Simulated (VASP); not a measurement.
Write the native input for VASP 6.6.1 that does the following.

```yaml
Task: single point
Functional: PBE
Dispersion: D3(BJ)
Potentials_or_basis: VASP PAW PBE potentials, release 64 (Si, N)
Cutoff: 520 eV
k_mesh: 6 × 6 × 1
Occupations: gaussian, width 0.05 eV
Spin: no spin polarisation
Dipole_correction: yes
Further_INCAR_settings: LREAL = Auto; ALGO = Normal; EDIFF = 1e-07; NBANDS = 92
```

The structure of Si16N lies in POSCAR:

```
Si16N
1.0
    7.6310340353      0.0000000000      0.0000000000
   -3.8155170176      6.6086693317      0.0000000000
    0.0000000000      0.0000000000     28.9874814887
Si N
32 2
Direct
    0.3333333333      0.1666666667      0.1379906013
    0.3333333333      0.6666666667      0.1379906013
    0.8333333333      0.1666666667      0.1379906013
    0.8333333333      0.6666666667      0.1379906013
    0.1666666667      0.3333333333      0.1654736886
    0.1666666667      0.8333333333      0.1654736886
    0.6666666667      0.3333333333      0.1654736886
    0.6666666667      0.8333333333      0.1654736886
    0.1666666667      0.3333333333      0.2468813265
    0.1666666667      0.8333333333      0.2468813265
    0.6666666667      0.3333333333      0.2468813265
    0.6666666667      0.8333333333      0.2468813265
    0.3333333333      0.1666666667      0.2743644139
    0.3333333333      0.6666666667      0.2743644139
    0.8333333333      0.1666666667      0.2743644139
    0.8333333333      0.6666666667      0.2743644139
    0.3333333333      0.1666666667      0.3556303192
    0.3333333333      0.6666666667      0.3556303192
    0.8333333333      0.1666666667      0.3556303192
    0.8333333333      0.6666666667      0.3556303192
    0.1666666667      0.3333333333      0.3827070110
    0.1666666667      0.8333333333      0.3827070110
    0.6666666667      0.3333333333      0.3827070110
    0.6666666667      0.8333333333      0.3827070110
    0.1666666667      0.3333333333      0.4657581719
    0.1666666667      0.8333333333      0.4657581719
    0.6666666667      0.3333333333      0.4657581719
    0.6666666667      0.8333333333      0.4657581719
    0.3333333333      0.1666666667      0.4894347753
    0.3333333333      0.6666666667      0.4894347753
    0.8333333333      0.1666666667      0.4894347753
    0.8333333333      0.6666666667      0.4894347753
    0.5000000000      0.5000000000      0.6170760815
    0.5000000000      0.5000000000      0.6550234968
```

One way to write it, as run:

INCAR

```
SYSTEM = Si16N
ALGO     = Normal         ! electronic algorithm
DIPOL    = 0.5 0.5 0.334
EDIFF    = 1E-7           ! SCF threshold, eV
ENCUT    = 520            ! plane-wave cutoff, eV
GGA      = PE             ! functional
IDIPOL   = 3            
ISIF     = 2              ! what is computed and relaxed
ISMEAR   = 0              ! smearing method
IVDW     = 12             ! dispersion correction
LASPH    = .TRUE.         ! aspherical terms in the spheres
LCHARG   = .TRUE.         ! write CHGCAR
LDIPOL   = .TRUE.       
LELF     = .TRUE.         ! ELF
LREAL    = Auto         
LVACPOTAV= .TRUE.       
LVHAR    = .TRUE.       
LWAVE    = .FALSE.        ! write WAVECAR
NBANDS   = 92             ! bands
NELM     = 100            ! most SCF steps
PREC     = Accurate       ! precision mode
SIGMA    = 0.05           ! smearing width, eV
```

KPOINTS

```
k-points
0
G
  6 6 1
  0 0 0
```

Potentials or basis: VASP PAW PBE potentials, release 64 (Si, N).

Run with:

```console
$ cat potpaw_PBE.64/Si/POTCAR potpaw_PBE.64/N/POTCAR > POTCAR
$ mpirun -np 1 vasp_std > vasp.out
```

It gave:

The largest force is 2.173 eV/Å and the band gap on the k mesh is zero (bands 69 and 70 overlap by 0.36 eV). The dispersion energy per atom is -0.270 eV.

Caveat: the standard files for N, O and F lose accuracy on very short bonds.

Run time: 54 min on 1 thread of AMD EPYC 9R45 96-Core Processor (Zen 5), on a shared host, peak memory 1.7 GiB.
